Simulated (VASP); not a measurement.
Input of a VASP 6.6.1 run:

INCAR

```
PREC = Accurate
ENCUT = 520
EDIFF = 1E-8
ISMEAR = -1
SIGMA = 0.03
LREAL = F
LASPH = T
NELM = 80
ALGO = Normal
ISIF = 2
LWAVE = F
LCHARG = F
GGA = PE
LEFG = T
NBANDS = 18
```

The input KPOINTS:

```
regular mesh
0
Gamma
  13 13 7
```

Contents of POSCAR:

```
Sc
1.0
    3.3630501282      0.0000000000      0.0000000000
   -1.6815250641      2.9124868452      0.0000000000
    0.0000000000      0.0000000000      5.3543760077
Sc
2
Direct
    0.3333333333      0.6666666667      0.2500000000
    0.6666666667      0.3333333333      0.7500000000
```

Potentials or basis: VASP PAW PBE potentials, release 64 (Sc_sv).

Command:

```console
$ cat potpaw_PBE.64/Sc_sv/POTCAR > POTCAR
$ mpirun -np 1 vasp_std > vasp.out
```

**Question.** Predict the band gap on the k mesh.

**Answer.** Zero (band 11 reaches 4.03 eV, above the bottom of band 12 at 2.90 eV).

**Question.** Predict the pressure.

**Answer.** -3.0 GPa.

Stress tensor (GPa, compression positive):
```
-2.51  0.00  0.00
 0.00 -2.51  0.00
 0.00  0.00 -3.97
```

Caveat: without QUAD_EFG the Cq values of the log hold for a quadrupole moment of 1 mb, not for the nuclei.
